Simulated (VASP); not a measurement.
# HC20 in VASP: further runs, part 2 of 3

VASP 6.6.1. The steps go on from the part before.

## (3) Single point, LDA

INCAR

```
PREC = Accurate ; ENCUT = 520
EDIFF = 1E-6 ; ISMEAR = 0
SIGMA = 0.05 ; LREAL = Auto
LASPH = True ; NELM = 80
ALGO = Normal ; ISIF = 2
LWAVE = False ; LCHARG = False
LDIPOL = True ; IDIPOL = 3
DIPOL = 0.5 0.5 0.290 ; GGA = CA
NBANDS = 108
```

KPOINTS

```
regular mesh
0
Gamma
  4 4 1
```

POSCAR

```
HC20
1.0
    7.2015518731      0.0000000000      0.0000000000
   -3.3194130427      7.7907812636      0.0000000000
    0.0000000000      0.0000000000     22.7916832250
C H
40 2
Direct
    0.2501129010      0.1667043003      0.1755026147
    0.2501129010      0.6667043003      0.1755026147
    0.7501129009      0.1667043003      0.1755026147
    0.7501129009      0.6667043003      0.1755026147
    0.2498870990      0.3332956997      0.1755026147
    0.2498870990      0.8332956997      0.1755026147
    0.7498870990      0.3332956997      0.1755026147
    0.7498870990      0.8332956997      0.1755026147
    0.2501129010      0.4167043003      0.2291325538
    0.2501129010      0.9167043003      0.2291325538
    0.7501129009      0.4167043003      0.2291325538
    0.7501129009      0.9167043003      0.2291325538
    0.2498870990      0.0832956997      0.2291325538
    0.2498870991      0.5832956997      0.2291325538
    0.7498870990      0.0832956997      0.2291325538
    0.7498870990      0.5832956997      0.2291325538
    0.2500458055      0.1676520614      0.2827258575
    0.2500458055      0.6676520614      0.2827258575
    0.7500458055      0.1676520614      0.2827258575
    0.7500458055      0.6676520614      0.2827258575
    0.2499541945      0.3323479386      0.2827258575
    0.2499541945      0.8323479386      0.2827258575
    0.7499541945      0.3323479386      0.2827258575
    0.7499541945      0.8323479386      0.2827258575
    0.2500622594      0.4183368654      0.3365410697
    0.2500622594      0.9183368654      0.3365410697
    0.7500622594      0.4183368654      0.3365410697
    0.7500622594      0.9183368654      0.3365410697
    0.2499377406      0.0816631346      0.3365410697
    0.2499377406      0.5816631346      0.3365410697
    0.7499377406      0.0816631346      0.3365410697
    0.7499377406      0.5816631346      0.3365410697
    0.2501903787      0.1771682769      0.3857408485
    0.2501903787      0.6771682769      0.3857408485
    0.7501903787      0.1771682769      0.3857408485
    0.7501903787      0.6771682769      0.3857408485
    0.2498096213      0.3228317231      0.3857408485
    0.2498096213      0.8228317231      0.3857408485
    0.7498096213      0.3228317231      0.3857408485
    0.7498096213      0.8228317231      0.3857408485
    0.9998096213      0.1663687580      0.4476055201
    0.9998096213      0.4792946882      0.4476055201
```

Potentials or basis: VASP PAW LDA potentials, release 64 (C, H).

Launch:

```sh
$ cat potpaw_LDA.64/C/POTCAR potpaw_LDA.64/H/POTCAR > POTCAR
$ mpirun -np 1 vasp_std > vasp.out
```

OUTCAR:

```text
PREC = Accurate
   ENCUT = 520
   EDIFF = 1E-6
   ISMEAR = 0
   LREAL = Auto
   LASPH = True
   NELM = 80
   ISIF = 2
   GGA = CA

 ion  position               nearest neighbor table
   1  0.250  0.167  0.176-   5 1.41  13 1.41
   2  0.250  0.667  0.176-   6 1.41  14 1.41
   3  0.750  0.167  0.176-   7 1.41  15 1.41
   4  0.750  0.667  0.176-   8 1.41  16 1.41
   5  0.250  0.333  0.176-   1 1.41   9 1.41
   6  0.250  0.833  0.176-   2 1.41  10 1.41
   7  0.750  0.333  0.176-   3 1.41  11 1.41
   8  0.750  0.833  0.176-   4 1.41  12 1.41
   9  0.250  0.417  0.229-  14 1.41   5 1.41  21 1.41
  10  0.250  0.917  0.229-  13 1.41   6 1.41  22 1.41
  11  0.750  0.417  0.229-  16 1.41   7 1.41  23 1.41
  12  0.750  0.917  0.229-  15 1.41   8 1.41  24 1.41
  13  0.250  0.083  0.229-  10 1.41   1 1.41  17 1.41
  14  0.250  0.583  0.229-   9 1.41   2 1.41  18 1.41
[... 16 lines left out ...]
  31  0.750  0.082  0.337-  35 1.38  28 1.38  19 1.43
  32  0.750  0.582  0.337-  36 1.38  27 1.38  20 1.43
  33  0.250  0.177  0.386-  37 1.23  29 1.38
  34  0.250  0.677  0.386-  38 1.23  30 1.38
  35  0.750  0.177  0.386-  39 1.23  31 1.38
[... 275 lines left out ...]
      3     -20.7630      2.00000
      4     -20.5853      2.00000
      5     -20.4464      2.00000
      6     -20.2812      2.00000
[... 949 lines left out ...]
     92      -0.7520      0.00000
     93      -0.4567      0.00000
 [bands above 93 left out]

------------------------ aborting loop because EDIFF is reached ----------------------------------------

 vacuum level on the upper side and lower side of the slab       (xc-potential included)        -0.459         0.222

  FORCE on cell =-STRESS in cart. coord.  units (eV):
  Direction    XX          YY          ZZ          XY          YZ          ZX
  --------------------------------------------------------------------------------------
  -------------------------------------------------------------------------------------
  Total       -6.4192118     -2.8663695    -11.1325708     -1.2544098     -0.3011435     -1.1826029
  in kB       -8.0428280     -3.5913626    -13.9483406     -1.5716886     -0.3773119     -1.4817196
  external PRESSURE =      -8.5275104 kB  Pullay stress =       0.0000000 kB

 VOLUME and BASIS-vectors are now :
 -----------------------------------------------------------------------------
  energy-cutoff  :      520.00
  volume of cell :     1278.74
      direct lattice vectors                 reciprocal lattice vectors
     7.201551873  0.000000000  0.000000000     0.138858960  0.059163545  0.000000000
    -3.319413043  7.790781264  0.000000000     0.000000000  0.128356832  0.000000000
     0.000000000  0.000000000 22.791683225     0.000000000  0.000000000  0.043875654

 POSITION                                       TOTAL-FORCE (eV/Angst)
 -----------------------------------------------------------------------------------
      1.24784      1.29876      4.00000        -2.758999      6.542566      1.066423
     -0.41187      5.19415      4.00000        -2.712596      6.496257      1.053657
      4.84862      1.29876      4.00000        -2.759316      6.498311      1.148722
      3.18891      5.19415      4.00000        -2.782628      6.616312      1.167470
      0.69323      2.59663      4.00000         2.794940     -6.538871      1.090809
     -0.96648      6.49202      4.00000         2.712940     -6.550697      1.098830
[... 34 lines left out ...]
      6.64793      1.29614     10.20168        -0.638247     -0.399130     -1.392906
      5.60920      3.73408     10.20168        -0.472090     -0.032114     -1.339055
 -----------------------------------------------------------------------------------
    total drift:                               -0.000087      0.000047     -0.043434

  FREE ENERGIE OF THE ION-ELECTRON SYSTEM (eV)
  ---------------------------------------------------
  free  energy   TOTEN  =      -365.7092990754 eV

  energy  without entropy=     -365.6972607508  energy(sigma->0) =     -365.70327991

 vacuum level on the upper side and lower side of the slab         2.409         3.104
```

Run time: 2.1 h. Hardware: 1 thread of AMD EPYC 7R13, shared host; peak memory 1.3 GiB.

Results:

| Quantity | Value |
| --- | --- |
| Free energy | -365.7093 eV |
| Largest force | 7.272 eV/Å |
| Band gap on the k mesh | zero (filled and empty bands touch) |

Forces on the atoms (eV/Å):
```
C   -2.759  6.543  1.066
C   -2.713  6.496  1.054
C   -2.759  6.498  1.149
C   -2.783  6.616  1.167
C    2.795 -6.539  1.091
C    2.713 -6.551  1.099
C    2.762 -6.465  1.115
C    2.757 -6.616  1.169
C   -0.205  0.463 -1.111
C   -0.171  0.459 -1.111
C   -0.199  0.399 -1.201
C   -0.156  0.425 -1.195
C    0.194 -0.459 -1.141
C    0.191 -0.440 -1.125
C    0.163 -0.399 -1.179
C    0.182 -0.436 -1.203
C   -0.050  0.024 -0.030
C    0.068 -0.083 -0.016
C    0.080 -0.199 -0.108
C    0.021 -0.008 -0.046
C   -0.025 -0.013 -0.045
C   -0.080  0.041 -0.127
C   -0.095  0.154 -0.056
C    0.015  0.032 -0.055
C   -0.047  0.346 -0.054
C    0.119  0.068 -0.021
C   -0.078 -0.228 -0.473
C   -0.058  0.101  0.030
C    0.094 -0.388 -0.152
C    0.122 -0.035 -0.231
C   -0.431  0.152 -0.430
C    0.019 -0.146  0.025
C    0.071 -0.909  0.568
C   -0.278 -1.323  0.671
C    2.647 -2.972  1.300
C    0.146 -0.232  0.190
C   -0.791  1.072  0.335
C   -0.346  0.984  0.269
C   -0.018  3.684  1.358
C   -0.009  0.314  0.188
H   -0.638 -0.399 -1.393
H   -0.472 -0.032 -1.339
```

## (4) Single point, LDA

INCAR

```
SYSTEM = HC20
PREC = Accurate
ENCUT = 520
EDIFF = 1E-7
ISMEAR = 0
SIGMA = 0.05
LREAL = Auto
LASPH = .TRUE.
NELM = 100
ALGO = Fast
ISIF = 2
LWAVE = .FALSE.
LCHARG = .FALSE.
LDIPOL = .TRUE.
IDIPOL = 3
DIPOL = 0.5 0.5 0.291
GGA = CA
NBANDS = 108
```

KPOINTS

```
regular mesh
0
G
  4 4 1
  0 0 0
```

POSCAR, as its differences from that of step 3:

```diff
@@ -48,3 +48,3 @@
     0.7498096213      0.8228317231      0.3857408485
-    0.9998096213      0.1663687580      0.4476055201
-    0.9998096213      0.4792946882      0.4476055201
+    0.9998096213      0.2685715476      0.4756859385
+    0.9998096213      0.3770918985      0.4756859385
```

Potentials or basis: VASP PAW LDA potentials, release 64 (C, H).

Launch:

```sh
$ cat potpaw_LDA.64/C/POTCAR potpaw_LDA.64/H/POTCAR > POTCAR
$ mpirun -np 1 vasp_std > vasp.out
```

OUTCAR:

```text
SYSTEM = HC20
   PREC = Accurate
   ENCUT = 520
   EDIFF = 1E-7
   ISMEAR = 0
   LREAL = Auto
   LASPH = .TRUE.
   NELM = 100
   ISIF = 2
   GGA = CA

 ion  position               nearest neighbor table
   1  0.250  0.167  0.176-   5 1.41  13 1.41
   2  0.250  0.667  0.176-   6 1.41  14 1.41
   3  0.750  0.167  0.176-   7 1.41  15 1.41
   4  0.750  0.667  0.176-   8 1.41  16 1.41
   5  0.250  0.333  0.176-   1 1.41   9 1.41
   6  0.250  0.833  0.176-   2 1.41  10 1.41
   7  0.750  0.333  0.176-   3 1.41  11 1.41
   8  0.750  0.833  0.176-   4 1.41  12 1.41
   9  0.250  0.417  0.229-  14 1.41   5 1.41  21 1.41
  10  0.250  0.917  0.229-  13 1.41   6 1.41  22 1.41
  11  0.750  0.417  0.229-  16 1.41   7 1.41  23 1.41
  12  0.750  0.917  0.229-  15 1.41   8 1.41  24 1.41
  13  0.250  0.083  0.229-  10 1.41   1 1.41  17 1.41
  14  0.250  0.583  0.229-   9 1.41   2 1.41  18 1.41
[... 16 lines left out ...]
  31  0.750  0.082  0.337-  35 1.38  28 1.38  19 1.43
  32  0.750  0.582  0.337-  36 1.38  27 1.38  20 1.43
  33  0.250  0.177  0.386-  37 1.23  29 1.38
  34  0.250  0.677  0.386-  38 1.23  30 1.38
  35  0.750  0.177  0.386-  39 1.23  31 1.38
  36  0.750  0.677  0.386-  40 1.23  32 1.38
  37  0.250  0.323  0.386-  33 1.23  25 1.38
  38  0.250  0.823  0.386-  34 1.23  26 1.38
  39  0.750  0.323  0.386-  35 1.23  27 1.38
  40  0.750  0.823  0.386-  36 1.23  28 1.38
  41  1.000  0.269  0.476-
  42  1.000  0.377  0.476-

  LATTYP: Found a simple monoclinic cell.
 ALAT       =     7.2015518731
 B/A-ratio  =     3.1648294182
 C/A-ratio  =     1.1759212235
 COS(beta)  =    -0.3919737412

  Lattice vectors:

 A1 = (   7.2015518731,   0.0000000000,   0.0000000000)
 A2 = (   0.0000000000,   0.0000000000, -22.7916832250)
 A3 = (  -3.3194130427,   7.7907812636,   0.0000000000)

Analysis of symmetry for initial positions (statically):
=====================================================================
 Subroutine PRICEL returns:
 Original cell was already a primitive cell.

 Routine SETGRP: Setting up the symmetry group for a
 simple monoclinic supercell.

 Subroutine GETGRP returns: Found  1 space group operations
 (whereof  1 operations were pure point group operations)
 out of a pool of  4 trial point group operations.

The static configuration has the point symmetry C_1 .

Analysis of symmetry for dynamics (positions and initial velocities):
=====================================================================
 Subroutine PRICEL returns:
 Original cell was already a primitive cell.

 Routine SETGRP: Setting up the symmetry group for a
 simple monoclinic supercell.

 Subroutine GETGRP returns: Found  1 space group operations
 (whereof  1 operations were pure point group operations)
 out of a pool of  4 trial point group operations.

The dynamic configuration has the point symmetry C_1 .

 Subroutine INISYM returns: Found  1 space group operations
 (whereof  1 operations are pure point group operations),
 and found     1 'primitive' translations

[... 139 lines left out ...]
  0.250000  0.500000  0.000000      2.000000
  0.500000  0.500000  0.000000      1.000000
   k-points           NKPTS =     10   k-points in BZ     NKDIM =     10   number of bands    NBANDS=    108
   number of dos      NEDOS =    301   number of ions     NIONS =     42
   total plane-waves  NPLWV = 622080
   dimension x,y,z NGX =    54 NGY =   64 NGZ =  180
   dimension x,y,z NGXF=   108 NGYF=  128 NGZF=  360
   ions per type =              40   2
   NGX,Y,Z   is equivalent  to a cutoff of  12.47, 12.56, 13.13 a.u.
   NGXF,Y,Z  is equivalent  to a cutoff of  24.93, 25.13, 26.26 a.u.
 SYSTEM =  HC20
   PREC   = accura    normal or accurate (medium, high low for compatibility)
   ISTART =      0    job   : 0-new  1-cont  2-samecut
   ICHARG =      2    charge: 1-file 2-atom 10-const
   ISPIN  =      1    spin polarized calculation?
   LNONCOLLINEAR =      F non collinear calculations
   LSORBIT =      F    spin-orbit coupling
   LASPH  =      T    aspherical Exc in radial PAW
   ENCUT  =  520.0 eV  38.22 Ry    6.18 a.u.  13.39 15.75 42.38*2*pi/ulx,y,z
   NELM   =    100;   NELMIN=  2; NELMDL= -5     # of ELM steps
   EDIFF  = 0.1E-06   stopping-criterion for ELM
   LREAL  =      T    real-space projection
   EDIFFG = 0.1E-05   stopping-criterion for IOM
   NSW    =      0    number of steps for IOM
   IBRION =     -1    ionic relax: 0-MD 1-quasi-New 2-CG
   NFREE  =      0    steps in history (QN), initial steepest desc. (CG)
   ISIF   =      2    stress and relaxation
   ISYM   =      2    0-nonsym 1-usesym 2-fastsym
   POTIM  = 0.5000    time-step for ionic-motion
   TEBEG  =    0.0;   TEEND  =   0.0 temperature during run
   PSTRESS=    0.0 pullay stress
   NELECT =     162.0000    total number of electrons
   NUPDOWN=      -1.0000    fix difference up-down
   EMIN   =  10.00;   EMAX   =-10.00  energy-range for DOS
   EFERMI =   0.00;   METHOD = LEGACY
   ISMEAR =     0;   SIGMA  =   0.05  broadening in eV -4-tet -1-fermi 0-gaus
   EFERMI_NEDOS =   21; number of points for ismear=-14 and -15
   IALGO  =     68    algorithm
   IMIX   =      4    mixing-type and parameters
     AMIX     =   0.40;   BMIX     =  1.00
     AMIX_MAG =   1.60;   BMIX_MAG =  1.00
  volume/ion in A,a.u.               =      30.45       205.46
  Fermi-wavevector in a.u.,A,eV,Ry     =   0.822215  1.553761  9.198046  0.676037
  Thomas-Fermi vector in A             =   1.933511
   LORBIT       =      0    0 simple, 1 ext, 2 COOP (PROOUT), +10 PAW based schemes
   GGA     = CA    functional components
   LHFCALC =     F    Hartree Fock is set to
   AEXX    =    0.0000 exact exchange contribution
   IVDW    =     0    specifies the selected vdW correction
   LEPSILON=     F    determine dielectric tensor
   LRPA    =     F    only Hartree local field effects (RPA)
 non-spin polarized calculation
 RMM-DIIS sequential band-by-band and
 Gauss-broadening in eV      SIGMA  =   0.05
  energy-cutoff  :      520.00
  volume of cell :     1278.74
 maximum number of plane-waves:     34461
 NGX is ok and might be reduce to    54
   NGX = 27   NGY = 31   NGZ = 85

 dipolmoment           0.000000      0.000000      0.204293 electrons x Angstroem

 number of electron     162.0000011 magnetization

 dipolmoment           0.000000      0.000000     -0.286665 electrons x Angstroem

 Free energy of the ion-electron system (eV)
  ---------------------------------------------------
  ext. energy  EPLUGINS =         0.00000000
  ---------------------------------------------------
  free energy    TOTEN  =      -369.31033312 eV

  energy without entropy =     -369.29268273  energy(sigma->0) =     -369.30150792

 E-fermi :  -3.3559     XC(G=0):  -3.8151

 val. band max:       -3.3815487751   @ k =   0.0000   0.0000   0.0000
 cond. band min:      -3.3519522546   @ k =   0.5000   0.2500   0.0000
 fundamental gap:      0.0295965206
 Fermi energy:        -3.3558607954

 k-point     1 :       0.0000    0.0000    0.0000
  band No.  band energies     occupation
      1     -22.1163      2.00000
      2     -21.7876      2.00000
      3     -20.7254      2.00000
      4     -20.5788      2.00000
      5     -20.4518      2.00000
      6     -20.3008      2.00000
[... 949 lines left out ...]
     92      -0.4430      0.00000
     93      -0.4380      0.00000
 [bands above 93 left out]

------------------------ aborting loop because EDIFF is reached ----------------------------------------

 vacuum level on the upper side and lower side of the slab       (xc-potential included)        -0.514         0.383

  FORCE on cell =-STRESS in cart. coord.  units (eV):
  Direction    XX          YY          ZZ          XY          YZ          ZX
  --------------------------------------------------------------------------------------
  -------------------------------------------------------------------------------------
  Total       -1.2382402     -7.5719403     -8.4261557      2.4512440      0.3185558      0.4434599
  in kB       -1.5514292     -9.4871171    -10.5573899      3.0712391      0.3991283      0.5556245
  external PRESSURE =      -7.1986454 kB  Pullay stress =       0.0000000 kB

 VOLUME and BASIS-vectors are now :
 -----------------------------------------------------------------------------
  energy-cutoff  :      520.00
  volume of cell :     1278.74
      direct lattice vectors                 reciprocal lattice vectors
     7.201551873  0.000000000  0.000000000     0.138858960  0.059163545  0.000000000
    -3.319413043  7.790781264  0.000000000     0.000000000  0.128356832  0.000000000
     0.000000000  0.000000000 22.791683225     0.000000000  0.000000000  0.043875654

 POSITION                                       TOTAL-FORCE (eV/Angst)
 -----------------------------------------------------------------------------------
      1.24784      1.29876      4.00000        -2.666309      6.303939      1.105094
     -0.41187      5.19415      4.00000        -2.692646      6.296468      1.110176
      4.84862      1.29876      4.00000        -2.675314      6.299693      1.104511
      3.18891      5.19415      4.00000        -2.688095      6.299242      1.108817
      0.69323      2.59663      4.00000         2.664563     -6.307691      1.110551
     -0.96648      6.49202      4.00000         2.694713     -6.292254      1.104677
[... 34 lines left out ...]
      6.30868      2.09238     10.84168        -1.122773      3.014826      0.151379
      5.94846      2.93784     10.84168         1.343452     -2.841973      0.177383
 -----------------------------------------------------------------------------------
    total drift:                                0.000113     -0.000035     -0.043390

  FREE ENERGIE OF THE ION-ELECTRON SYSTEM (eV)
  ---------------------------------------------------
  free  energy   TOTEN  =      -369.3103331159 eV

  energy  without entropy=     -369.2926827335  energy(sigma->0) =     -369.30150792

 vacuum level on the upper side and lower side of the slab         2.342         3.260
```

Wall time 64 min (1 thread of Oxide Virtual Turin-like, shared host); peak memory 1.3 GiB.

What came out:

```yaml
Free_energy: -369.3103 eV
Largest_force: 6.938 eV/Å
Band_gap_on_the_k_mesh: 0.01 eV
```

Forces on the atoms (eV/Å):
```
C   -2.666  6.304  1.105
C   -2.693  6.296  1.110
C   -2.675  6.300  1.105
C   -2.688  6.299  1.109
C    2.665 -6.308  1.111
C    2.695 -6.292  1.105
C    2.675 -6.302  1.104
C    2.686 -6.300  1.111
C   -0.165  0.411 -1.185
C   -0.175  0.409 -1.187
C   -0.164  0.407 -1.181
C   -0.175  0.406 -1.192
C    0.163 -0.404 -1.186
C    0.174 -0.408 -1.187
C    0.173 -0.401 -1.184
C    0.172 -0.409 -1.190
C    0.004 -0.031  0.005
C   -0.001 -0.011  0.011
C    0.010  0.004 -0.006
C    0.001 -0.009  0.015
C   -0.004  0.006  0.013
C   -0.002  0.004  0.017
C    0.019  0.010 -0.009
C   -0.003  0.009  0.017
C   -0.036  0.051  0.043
C   -0.010  0.048  0.012
C   -0.002  0.002  0.031
C   -0.014  0.020 -0.003
C    0.009  0.014 -0.009
C    0.019 -0.043  0.003
C   -0.003 -0.007  0.030
C   -0.006 -0.035  0.003
C    0.063 -0.129  0.083
C    0.039 -0.088  0.088
C   -0.098 -0.138 -0.105
C    0.053 -0.101  0.058
C    0.023  0.030  0.001
C   -0.051  0.074  0.046
C   -0.183  0.035 -0.100
C   -0.049  0.105  0.065
H   -1.123  3.015  0.151
H    1.343 -2.842  0.177
```

Caveat: the smearing spreads over this small gap.

(Continued in part 3 of 3.)

The gap in the log of VASP goes by the Fermi energy; the results here count the filled bands.